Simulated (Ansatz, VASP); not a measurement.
Two plane-wave programs on Sb

```xyz
2
Lattice="2.1685 1.2520 3.8715 -2.1685 1.2520 3.8715 0.0000 -2.5040 3.8715" Properties=species:S:1:pos:R:3 pbc="T T T"
Sb    0.0000    0.0000    2.6900
Sb    0.0000    0.0000    8.9243
```

Alike in both runs: functional r2SCAN; k mesh 12 × 12 × 12; occupations fermi-dirac, width 0.15 eV; no spin polarisation.

Ansatz relaxed the structure, and its values are those at the end. VASP's run is a single point on that final structure, the one shown.

```csv
,VASP,Ansatz
version,VASP 6.6.1,Ansatz 0.2.0
potentials or method,"VASP PAW PBE potentials, release 64 (Sb), cutoff 520 eV","scalar-relativistic, plane waves, PAW"
valence electrons in the cell,10,30
```

|  | VASP | Ansatz | Ansatz less VASP |
| --- | --- | --- | --- |
| gap on the k mesh at the Fermi level (eV) | none | none | - |
| pressure (GPa) | 0.1 | 0.0 | -0.11 |
| rms of the force components (eV/Å) | 0.031 | 0.000 | -0.0308 |

VASP's potentials were made for PBE, not for r2SCAN. A gap of «none» marks a metal or a gap that the smearing closes. The functional is the same, so the differences come from potentials, cutoffs and numerics. VASP's potentials hold 10 valence electrons a cell and Ansatz's 30, so a difference there can come from the potentials and not from the codes.

Neither program's run includes spin-orbit coupling.
